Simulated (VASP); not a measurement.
# Tl (I4/mmm) in VASP: notebook

Runs on Tl. Level: PBEsol. Tasks: single point.

Everything below comes from runs of VASP 6.6.1. Logs are shortened: lines on timing, memory, paths and dates and some standing lists are left out, and cuts for length are marked.

## 1. The cell of the first run

Symmetry: I4/mmm, No. 139, tetragonal system. Conventional cell: a = 3.979 Å, b = 3.979 Å, c = 3.688 Å, α = 90.00°, β = 90.00°, γ = 90.00°. Within 4.4 Å of Tl (site symmetry 4/mmm) lie 14 Tl at 3.36 to 3.98 Å.

## 2. Single point, PBEsol (strain +0.025 along x and y, -0.050 along z)

Contents of INCAR:

```
SYSTEM = Tl
PREC = Accurate
ENCUT = 520
EDIFF = 1E-7
ISMEAR = 0
SIGMA = 0.15
LREAL = .FALSE.
LASPH = .TRUE.
NELM = 80
ALGO = Fast
ISIF = 2
LWAVE = .FALSE.
LCHARG = .FALSE.
GGA = PS
NBANDS = 12
```

Contents of KPOINTS:

```
Automatic mesh
0
G
  18 18 18
  0 0 0
```

Contents of POSCAR:

```
Tl
1.0
   -1.9895250000      1.9895250000      1.8439500000
    1.9895250000     -1.9895250000      1.8439500000
    1.9895250000      1.9895250000     -1.8439500000
Tl
1
Direct
    0.0000000000      0.0000000000      0.0000000000
```

Potentials or basis: VASP PAW PBE potentials, release 64 (Tl_d).

Command:

```
> cat potpaw_PBE.64/Tl_d/POTCAR > POTCAR
> mpirun -np 1 vasp_std > vasp.out
```

OUTCAR:

```text
SYSTEM = Tl
   PREC = Accurate
   ENCUT = 520
   EDIFF = 1E-7
   ISMEAR = 0
   LREAL = .FALSE.
   LASPH = .TRUE.
   NELM = 80
   ISIF = 2
   GGA = PS

 ion  position               nearest neighbor table
   1  0.000  0.000  0.000-

  LATTYP: Found a body centered tetragonal cell.
 ALAT       =     3.9790500000
 C/A-ratio  =     0.9268292683

  Lattice vectors:

 A1 = (  -1.9895250000,   1.9895250000,   1.8439500000)
 A2 = (   1.9895250000,  -1.9895250000,   1.8439500000)
 A3 = (   1.9895250000,   1.9895250000,  -1.8439500000)

Analysis of symmetry for initial positions (statically):
=====================================================================
 Subroutine PRICEL returns:
 Original cell was already a primitive cell.

 Routine SETGRP: Setting up the symmetry group for a
 body centered tetragonal supercell.

 Subroutine GETGRP returns: Found 16 space group operations
 (whereof 16 operations were pure point group operations)
 out of a pool of 16 trial point group operations.

The static configuration has the point symmetry D_4h.

Analysis of symmetry for dynamics (positions and initial velocities):
=====================================================================
 Subroutine PRICEL returns:
 Original cell was already a primitive cell.

 Routine SETGRP: Setting up the symmetry group for a
 body centered tetragonal supercell.

 Subroutine GETGRP returns: Found 16 space group operations
 (whereof 16 operations were pure point group operations)
 out of a pool of 16 trial point group operations.

The dynamic configuration has the point symmetry D_4h.

 Subroutine INISYM returns: Found 16 space group operations
 (whereof 16 operations are pure point group operations),
 and found     1 'primitive' translations

----------------------------------------------------------------------------------------

                                     Primitive cell

  volume of cell :      29.1950

  direct lattice vectors                    reciprocal lattice vectors
    -1.989525000  1.989525000  1.843950000     0.000000000  0.251316269  0.271157027
     1.989525000 -1.989525000  1.843950000     0.251316269  0.000000000  0.271157027
     1.989525000  1.989525000 -1.843950000     0.251316269  0.251316269  0.000000000

  length of vectors
     3.364011155  3.364011155  3.364011155     0.369710698  0.369710698  0.355414876

  position of ions in fractional coordinates (direct lattice)
     0.000000000  0.000000000  0.000000000

  ion indices of the primitive-cell ions
   primitive index   ion index
                 1           1

----------------------------------------------------------------------------------------

 KPOINTS: Automatic mesh

Automatic generation of k-mesh.
 Grid dimensions read from file:
 generate k-points for:   18   18   18

 Generating k-lattice:

  Cartesian coordinates                     Fractional coordinates (reciprocal lattice)
     0.000000000  0.013962015  0.015064279     0.055555556 -0.000000000  0.000000000
     0.013962015  0.000000000  0.015064279    -0.000000000  0.055555556  0.000000000
     0.013962015  0.013962015  0.000000000     0.000000000  0.000000000  0.055555556

  Length of vectors
     0.020539483  0.020539483  0.019745271

  Shift w.r.t. Gamma in fractional coordinates (k-lattice)
     0.000000000  0.000000000  0.000000000

 Subroutine IBZKPT returns following result:
 ===========================================

 Found    480 irreducible k-points:

 Following reciprocal coordinates:
            Coordinates               Weight
  0.000000  0.000000  0.000000      1.000000
  0.055556 -0.000000  0.000000      8.000000
  0.111111 -0.000000  0.000000      8.000000
  0.166667 -0.000000  0.000000      8.000000
  0.222222 -0.000000  0.000000      8.000000
  0.277778 -0.000000  0.000000      8.000000
[... 16 lines left out ...]
 -0.277778  0.055556 -0.000000     16.000000
 -0.222222  0.055556 -0.000000     16.000000
 [... further k-points ...]
   k-points           NKPTS =    480   k-points in BZ     NKDIM =    480   number of bands    NBANDS=     12
   number of dos      NEDOS =    301   number of ions     NIONS =      1
   total plane-waves  NPLWV =  21952
   dimension x,y,z NGX =    28 NGY =   28 NGZ =   28
   dimension x,y,z NGXF=    56 NGYF=   56 NGZF=   56
   ions per type =               1
   NGX,Y,Z   is equivalent  to a cutoff of  13.84, 13.84, 13.84 a.u.
   NGXF,Y,Z  is equivalent  to a cutoff of  27.67, 27.67, 27.67 a.u.
 SYSTEM =  Tl
   PREC   = accura    normal or accurate (medium, high low for compatibility)
   ISTART =      0    job   : 0-new  1-cont  2-samecut
   ICHARG =      2    charge: 1-file 2-atom 10-const
   ISPIN  =      1    spin polarized calculation?
   LNONCOLLINEAR =      F non collinear calculations
   LSORBIT =      F    spin-orbit coupling
   LASPH  =      T    aspherical Exc in radial PAW
   ENCUT  =  520.0 eV  38.22 Ry    6.18 a.u.   6.25  6.25  6.25*2*pi/ulx,y,z
   NELM   =     80;   NELMIN=  2; NELMDL= -5     # of ELM steps
   EDIFF  = 0.1E-06   stopping-criterion for ELM
   LREAL  =      F    real-space projection
   EDIFFG = 0.1E-05   stopping-criterion for IOM
   NSW    =      0    number of steps for IOM
   IBRION =     -1    ionic relax: 0-MD 1-quasi-New 2-CG
   NFREE  =      0    steps in history (QN), initial steepest desc. (CG)
   ISIF   =      2    stress and relaxation
   ISYM   =      2    0-nonsym 1-usesym 2-fastsym
   POTIM  = 0.5000    time-step for ionic-motion
   TEBEG  =    0.0;   TEEND  =   0.0 temperature during run
   PSTRESS=    0.0 pullay stress
   NELECT =      13.0000    total number of electrons
   NUPDOWN=      -1.0000    fix difference up-down
   EMIN   =  10.00;   EMAX   =-10.00  energy-range for DOS
   EFERMI =   0.00;   METHOD = LEGACY
   ISMEAR =     0;   SIGMA  =   0.15  broadening in eV -4-tet -1-fermi 0-gaus
   EFERMI_NEDOS =   21; number of points for ismear=-14 and -15
   IALGO  =     68    algorithm
   IMIX   =      4    mixing-type and parameters
     AMIX     =   0.40;   BMIX     =  1.00
     AMIX_MAG =   1.60;   BMIX_MAG =  1.00
  volume/ion in A,a.u.               =      29.19       197.02
  Fermi-wavevector in a.u.,A,eV,Ry     =   1.250125  2.362393 21.263342  1.562812
  Thomas-Fermi vector in A             =   2.384133
   LORBIT       =      0    0 simple, 1 ext, 2 COOP (PROOUT), +10 PAW based schemes
   GGA     = PS    functional components
   LHFCALC =     F    Hartree Fock is set to
   AEXX    =    0.0000 exact exchange contribution
   IVDW    =     0    specifies the selected vdW correction
   LEPSILON=     F    determine dielectric tensor
   LRPA    =     F    only Hartree local field effects (RPA)
 non-spin polarized calculation
 RMM-DIIS sequential band-by-band and
 Gauss-broadening in eV      SIGMA  =   0.15
  energy-cutoff  :      520.00
  volume of cell :       29.19
 maximum number of plane-waves:       815
 NGX is ok and might be reduce to    28
   NGX = 13   NGY = 13   NGZ = 13

 number of electron      12.9999997 magnetization

 Free energy of the ion-electron system (eV)
  ---------------------------------------------------
  ext. energy  EPLUGINS =         0.00000000
  ---------------------------------------------------
  free energy    TOTEN  =        -2.62647337 eV

  energy without entropy =       -2.62213347  energy(sigma->0) =       -2.62430342

 E-fermi :   6.1840     XC(G=0): -10.2644

 val. band max:        6.1806842200   @ k =  -0.1667   0.4444   0.0556
 cond. band min:       6.1976406526   @ k =   0.2222   0.2222   0.0556
 fundamental gap:      0.0169564326
 Fermi energy:         6.1839774731

 k-point     1 :       0.0000    0.0000    0.0000
  band No.  band energies     occupation
      1      -5.4714      2.00000
      2      -5.3692      2.00000
      3      -5.3692      2.00000
      4      -5.0603      2.00000
      5      -4.9569      2.00000
      6      -3.7571      2.00000
      7      16.3212      0.00000
      8      16.3212      0.00000
      9      17.3026      0.00000
     10      18.4526      0.00000
     11      18.4526      0.00000
     12      19.1319      0.00000

 k-point     2 :       0.0556   -0.0000    0.0000
  band No.  band energies     occupation
      1      -5.4645      2.00000
      2      -5.3664      2.00000
      3      -5.3627      2.00000
      4      -5.0585      2.00000
      5      -4.9623      2.00000
      6      -3.6866      2.00000
      7      15.9198      0.00000
      8      16.0869      0.00000
      9      16.7777      0.00000
     10      18.1824      0.00000
     11      18.3391      0.00000
     12      18.9469      0.00000

 k-point     3 :       0.1111   -0.0000    0.0000
  band No.  band energies     occupation
      1      -5.4604      2.00000
      2      -5.3624      2.00000
      3      -5.3280      2.00000
      4      -5.0531      2.00000
      5      -4.9769      2.00000
      6      -3.4717      2.00000
      7      14.5442      0.00000
      8      15.4855      0.00000
      9      15.9495      0.00000
     10      17.6759      0.00000
     11      18.0852      0.00000
     12      18.9483      0.00000
[... 286 lines left out ...]
 k-point    23 :      -0.2778    0.0556   -0.0000
  band No.  band energies     occupation
      1      -5.5116      2.00000
      2      -5.4008      2.00000
      3      -5.0883      2.00000
      4      -5.0410      2.00000
      5      -5.0065      2.00000
      6      -2.2484      2.00000
      7       9.9002      0.00000
      8      12.8829      0.00000
      9      14.1655      0.00000
     10      16.7650      0.00000
     11      18.0934      0.00000
     12      20.1789      0.00000

 k-point    24 :      -0.2222    0.0556   -0.0000
  band No.  band energies     occupation
      1      -5.4821      2.00000
      2      -5.3738      2.00000
      3      -5.1931      2.00000
      4      -5.0599      2.00000
      5      -4.9962      2.00000
      6      -2.8342      2.00000
      7      11.6928      0.00000
      8      13.6613      0.00000
      9      14.8553      0.00000
     10      17.1058      0.00000
     11      18.3868      0.00000
     12      19.5647      0.00000

 [... further k-points ...]

------------------------ aborting loop because EDIFF is reached ----------------------------------------

  FORCE on cell =-STRESS in cart. coord.  units (eV):
  Direction    XX          YY          ZZ          XY          YZ          ZX
  --------------------------------------------------------------------------------------
  -------------------------------------------------------------------------------------
  Total       -0.1762422     -0.1762422     -0.0679139      0.0000000      0.0000000      0.0000000
  in kB       -9.6719191     -9.6719191     -3.7270146      0.0000000      0.0000000      0.0000000
  external PRESSURE =      -7.6902843 kB  Pullay stress =       0.0000000 kB

 VOLUME and BASIS-vectors are now :
 -----------------------------------------------------------------------------
  energy-cutoff  :      520.00
  volume of cell :       29.19
      direct lattice vectors                 reciprocal lattice vectors
    -1.989525000  1.989525000  1.843950000     0.000000000  0.251316269  0.271157027
     1.989525000 -1.989525000  1.843950000     0.251316269  0.000000000  0.271157027
     1.989525000  1.989525000 -1.843950000     0.251316269  0.251316269  0.000000000

 POSITION                                       TOTAL-FORCE (eV/Angst)
 -----------------------------------------------------------------------------------
      0.00000      0.00000      0.00000        -0.000000      0.000000      0.000000
 -----------------------------------------------------------------------------------
    total drift:                                0.000000     -0.000000     -0.000000

  FREE ENERGIE OF THE ION-ELECTRON SYSTEM (eV)
  ---------------------------------------------------
  free  energy   TOTEN  =        -2.6264733658 eV

  energy  without entropy=       -2.6221334716  energy(sigma->0) =       -2.62430342
```

It took 88 s on 1 thread of Intel Xeon 6975P-C (Granite Rapids), shared host; peak memory 0.28 GiB.

What came out:

```
Free energy            : -2.6265 eV
Pressure               : -0.8 GPa
Band gap on the k mesh : zero (an odd number of electrons rules out a gap without spin polarisation)
```

Levels at points of the mesh, in eV from the Fermi level:
| k point | band 2 | band 3 | band 4 | band 5 | band 6 | band 7 | band 8 | band 9 | band 10 | band 11 |
| --- | --- | --- | --- | --- | --- | --- | --- | --- | --- | --- |
| (0.00, 0.00, 0.00) | -11.55 | -11.55 | -11.24 | -11.14 | -9.94 | 10.14 | 10.14 | 11.12 | 12.27 | 12.27 |
| (0.50, 0.00, 0.00) | -11.75 | -11.22 | -11.11 | -10.91 | -4.87 | -2.61 | 5.42 | 6.66 | 9.52 | 10.77 |
| (0.50, 0.50, 0.00) | -11.70 | -11.29 | -11.21 | -10.92 | -5.34 | -2.84 | 6.47 | 7.95 | 10.86 | 11.92 |
| (0.50, 0.50, 0.50) | -11.78 | -10.99 | -10.99 | -10.95 | -1.83 | 0.94 | 0.94 | 2.43 | 5.99 | 7.02 |

Caveat: the cell differs from its parent crystal (strain +0.025 along x and y, -0.050 along z); the PAW data sets were made with another functional, which shifts forces and pressure a little; spin-orbit coupling is left out, which moves the levels of the heavy elements.

## 3. Single point, PBEsol (strain -0.025 along x and y, +0.050 along z)

Contents of INCAR:

```
SYSTEM = Tl
PREC     = Accurate       ! precision mode
ENCUT    = 520            ! plane-wave cutoff, eV
EDIFF    = 1E-6           ! SCF threshold, eV
ISMEAR   = 0              ! smearing method
SIGMA    = 0.15           ! smearing width, eV
LREAL    = .FALSE.        ! projectors in reciprocal space
LASPH    = .TRUE.         ! aspherical terms in the spheres
NELM     = 100            ! most SCF steps
ALGO     = Fast           ! electronic algorithm
ISIF     = 2              ! what is computed and relaxed
LWAVE    = .FALSE.        ! write WAVECAR
LCHARG   = .FALSE.        ! write CHGCAR
GGA      = PS             ! functional
NBANDS   = 12             ! bands
```

KPOINTS is that of step 2.

Contents of POSCAR:

```
Tl
1.0
   -1.8924750000      1.8924750000      2.0380500000
    1.8924750000     -1.8924750000      2.0380500000
    1.8924750000      1.8924750000     -2.0380500000
Tl
1
Direct
    0.0000000000      0.0000000000      0.0000000000
```

Potentials or basis: VASP PAW PBE potentials, release 64 (Tl_d).

Command:

```
> cat potpaw_PBE.64/Tl_d/POTCAR > POTCAR
> mpirun -np 1 vasp_std > vasp.out
```

Run time: 75 s. Hardware: 1 thread of Intel Xeon 6975P-C (Granite Rapids), shared host; peak memory 0.27 GiB.

Results (log left out):

```
Free energy            : -2.6255 eV
Pressure               : -0.8 GPa
Band gap on the k mesh : zero (an odd number of electrons rules out a gap without spin polarisation)
```

Stress tensor (GPa, compression positive):
```
-0.57  0.00  0.00
 0.00 -0.57  0.00
 0.00  0.00 -1.18
```

Levels at points of the mesh, in eV from the Fermi level:
```csv
k point,band 3,band 4,band 5,band 6,band 7,band 8,band 9,band 10
"(0.00, 0.00, 0.00)",-11.52,-11.22,-11.14,-9.93,10.27,10.62,10.62,11.73
"(0.50, 0.00, 0.00)",-11.26,-11.15,-10.91,-5.15,-2.75,6.10,7.50,10.38
"(0.50, 0.50, 0.00)",-11.13,-11.13,-10.89,-4.75,-2.52,5.14,6.30,9.16
"(0.50, 0.50, 0.50)",-10.98,-10.95,-10.95,-1.81,0.54,1.90,1.90,6.16
```

Caveat: the cell differs from its parent crystal (strain -0.025 along x and y, +0.050 along z); the PAW data sets were made with another functional, which shifts forces and pressure a little; spin-orbit coupling is left out, which moves the levels of the heavy elements.
